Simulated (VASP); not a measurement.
A run of VASP 6.6.1 is set up as follows.

The input INCAR:

```
  PREC = Accurate
  ENCUT = 520
  EDIFF = 1E-6
  ISMEAR = -1
  SIGMA = 0.06
  LREAL = False
  LASPH = True
  NELM = 60
  ALGO = Normal
  ISIF = 2
  LWAVE = False
  LCHARG = False
  GGA = PS
  NBANDS = 12
```

KPOINTS

```
Automatic mesh
0
Gamma
  12 12 12
```

Contents of POSCAR:

```
Cu
1.0
    0.0000000000      1.8426200000      1.8426200000
    1.8426200000      0.0000000000      1.8426200000
    1.8426200000      1.8426200000      0.0000000000
Cu
1
Direct
    0.0000000000      0.0000000000      0.0000000000
```

Potentials or basis: VASP PAW PBE potentials, release 64 (Cu).

Launch:

```bash
$ cat potpaw_PBE.64/Cu/POTCAR > POTCAR
$ mpirun -np 1 vasp_std > vasp.out
```

**Question.** What does it give for the pressure?

**Answer.** -12.5 GPa.

Caveat: the PAW data sets were made with another functional, which shifts forces and pressure a little.
